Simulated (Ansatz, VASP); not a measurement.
**One calculation of GdO, two programs**

File INCAR:

```
PREC = Accurate
ENCUT = 600
EDIFF = 1E-6
ISMEAR = -1
SIGMA = 0.05
LREAL = False
LASPH = True
NELM = 200
ALGO = Normal
ISIF = 2
LWAVE = False
LCHARG = True
ISPIN = 2
MAGMOM = 7 0
LORBIT = 11
LMAXMIX = 6
GGA = PE
LELF = True
LVHAR = True
NBANDS = 23
GGA_COMPAT = False
```

File KPOINTS:

```
Automatic mesh
0
Gamma
  5 5 3
```

POSCAR

```
GdO
1.0
    3.7893970000      0.0000000000      0.0000000000
   -1.8946980000      3.2817140000      0.0000000000
    0.0000000000      0.0000000000      5.1582600000
Gd O
1 1
Direct
    0.0000000000      0.0000000000      0.0000000000
    0.3333330000      0.6666670000      0.0000000000
```

Input for Ansatz:

```yaml
crystal:
  lattice:
  - [3.789397, 0.0, 0.0]
  - [-1.894698, 3.281714, 0.0]
  - [0.0, 0.0, 5.15826]
  atoms:
  - symbol: Gd
    position: [0.0, 0.0, 0.0]
    spin: 7.0
  - symbol: O
    position: [0.333333, 0.666667, 0.0]
    spin: 0.0
kpoints:
  mp_grid:
    grid: [5, 5, 3]
    shift: [0.0, 0.0, 0.0]
hamiltonian:
  xc: pbe
  dispersion: none
  pseudopotentials:
    kind: all_electron
    lapw: {basis_error: 0.025 meV}
magnetization: {spin_polarized: true}
scf:
  occupations: {method: fermi_dirac, width: 0.05 eV}
  convergence: {dr2_threshold: 2e-10 eV}
  max_iter: 300
  n_bands: 43
output: {forces: true, stress: true}
```

Alike in both runs: task single point; functional PBE; k mesh 5 × 5 × 3; collinear spin.

|  | VASP | Ansatz |
| --- | --- | --- |
| version | VASP 6.6.1 | Ansatz 0.2 development build |
| potentials or method | VASP PAW PBE potentials, release 64 (Gd, O), cutoff 600 eV | all-electron full-potential LAPW, scalar-relativistic |
| occupations | fermi-dirac, width 0.05 eV | fermi-dirac |

```tsv
	VASP	Ansatz	Ansatz less VASP
pressure (GPa)	0.6	0.5	-0.05
traceless stress, the component that is largest in VASP (GPa)	-2.98	-2.77	+0.215
net moment per atom (μB)	3.46	3.45	-0.005
size of the moment on the site where the two differ most (μB)	6.67	6.78	+0.106
```

Site moments also hang on the region over which each program counts them. Ansatz ran all-electron here, and VASP with PAW potentials. Ansatz's warnings: structure snapped to symmetry.

The k mesh is coarse, so the values compare programs but aren't converged. Neither program's run includes spin-orbit coupling.
